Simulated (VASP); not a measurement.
Here is a VASP 6.6.1 calculation.

File INCAR:

```
SYSTEM = Al3Ni4
PREC = Accurate ; ENCUT = 520
EDIFF = 1E-6 ; ISMEAR = 0
SIGMA = 0.1 ; LREAL = .False.
LASPH = .True. ; NELM = 80
ALGO = Normal ; ISIF = 2
LWAVE = .False. ; LCHARG = .False.
LDIPOL = .True. ; IDIPOL = 3
DIPOL = 0.5 0.5 0.499 ; GGA = PS
NBANDS = 34
```

The input KPOINTS:

```
regular mesh
0
Gamma
  10 10 1
  0 0 0
```

File POSCAR:

```
Al3Ni4
1.0
    2.8621655520      0.0000000000      0.0000000000
    0.0000000000      2.8621655520      0.0000000000
    0.0000000000      0.0000000000     25.5864966560
Ni Al
4 3
Direct
    0.5000000000      0.5000000000      0.3322064804
    0.5000000000      0.5000000000      0.4440688268
    0.5000000000      0.5000000000      0.5541960883
    0.5000000000      0.5000000000      0.6632243265
    0.0000000000      0.0000000000      0.3881376536
    0.0000000000      0.0000000000      0.4996573247
    0.0000000000      0.0000000000      0.6132469570
```

Potentials or basis: VASP PAW PBE potentials, release 64 (Ni, Al).

Launch:

```bash
$ cat potpaw_PBE.64/Ni/POTCAR potpaw_PBE.64/Al/POTCAR > POTCAR
$ mpirun -np 1 vasp_std > vasp.out
```

Task: Predict the largest force.

Result: 1.000 eV/Å.

Forces on the atoms (eV/Å):
```
Ni   0.000  0.000  0.725
Ni   0.000  0.000  0.265
Ni   0.000  0.000  0.000
Ni   0.000  0.000  0.025
Al   0.000  0.000 -1.000
Al   0.000  0.000  0.003
Al   0.000  0.000 -0.018
```

Caveat: the PAW data sets were made with another functional, which shifts forces and pressure a little. Spin polarisation is off, so any magnetic state and its effect on volume and gap are missing.
